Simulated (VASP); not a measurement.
# LiBe4: relaxation of cell and atoms with PBE

LiBe4:

```
Li Be
1.0
     3.57536    0.00000    0.00000
    -1.78768    3.09636    0.00000
     0.00000    0.00000    3.52400
Li Be
1 4
Direct
  0.33333 0.66667 0.00000
  0.48530 0.51470 0.50000
  0.48530 0.97059 0.50000
  0.02941 0.51470 0.50000
  0.00000 0.00000 0.50000
```

The cell was generated, and may not be a known phase.

```json
{
  "Program": "VASP 6.6.1",
  "Task": "relaxation of cell and atoms",
  "Functional": "PBE",
  "Potentials or basis": "VASP PAW PBE potentials, release 64 (Li_sv, Be)",
  "Cutoff": "750 eV",
  "k mesh": "5 × 5 × 5",
  "Occupations": "gaussian, width 0.2 eV",
  "Spin": "no spin polarisation",
  "Dipole correction": "no",
  "Further INCAR settings": "ALGO = Normal; EDIFF = 1e-07; IBRION = 2; EDIFFG = -0.08; NSW = 36; ISIF = 3"
}
```

```
Relaxed volume                        : 14.21 Å³/atom
Relaxed cell                          : a = 4.209 Å, b = 4.209 Å, c = 4.630 Å, α = 90.00°, β = 90.00°, γ = 120.00°
Space group after relaxing (to 0.1 Å) : P-6m2 (No. 187)
Energy gained by relaxing             : 1107.8 meV/atom
Ionic steps                           : 8
Pressure after relaxing               : 0.4 GPa
Largest force after relaxing          : 0.075 eV/Å
Band gap on the k mesh                : zero (an odd number of electrons rules out a gap without spin polarisation)
```

Forces on the atoms (eV/Å):
```
Li   0.000  0.000  0.000
Be  -0.065  0.038  0.000
Be   0.000 -0.075  0.000
Be   0.065  0.038  0.000
Be   0.000  0.000  0.000
```

Stress tensor (GPa, compression positive):
```
0.21 0.00 0.00
0.00 0.21 0.00
0.00 0.00 0.68
```

The path:
```tsv
step	energy change (eV)	largest force (eV/Å)	pressure (GPa)	volume (Å³)
1	0.0000	6.9764	79.75	39.01
2	-2.6738	7.6218	10.54	65.16
3	-3.9744	3.8154	22.38	51.70
4	-5.0334	0.2284	-3.03	67.42
5	-5.1129	0.2494	0.83	63.19
6	-5.2702	0.1464	1.13	64.31
7	-5.4904	0.4115	2.79	67.26
8	-5.5389	0.0753	0.37	71.03
```

Final structure:
```cif
data_structure
_symmetry_space_group_name_H-M 'P 1'
_symmetry_Int_Tables_number 1
_cell_length_a 4.2090
_cell_length_b 4.2090
_cell_length_c 4.6298
_cell_angle_alpha 90.000
_cell_angle_beta 90.000
_cell_angle_gamma 120.000
_cell_volume 71.03
loop_
_atom_site_label
_atom_site_type_symbol
_atom_site_fract_x
_atom_site_fract_y
_atom_site_fract_z
_atom_site_occupancy
Li1 Li 0.33333 0.66667 0.00000 1
Be1 Be 0.50094 0.49906 0.50000 1
Be2 Be 0.50094 0.00188 0.50000 1
Be3 Be 0.99812 0.49906 0.50000 1
Be4 Be 0.00000 0.00000 0.50000 1
```

Levels at points of the mesh, in eV from the Fermi level:
| k point | band 4 | band 5 | band 6 | band 7 | band 8 | band 9 |
| --- | --- | --- | --- | --- | --- | --- |
| (0.00, 0.00, 0.00) | -1.27 | -1.22 | -1.22 | 2.77 | 4.24 | 4.24 |

It took 85 s on 1 thread of Intel Xeon 8259CL, on a shared host, peak memory 0.18 GiB.

Caveat: the k points lie up to 0.34 Å⁻¹ apart in the final cell, too coarse for converged energies and pressures of a metal; the volume moved by over 15 % at a fixed basis, so the end points are rough; the relaxation stopped at a loose force limit of 0.08 eV/Å, so its end isn't a converged minimum.
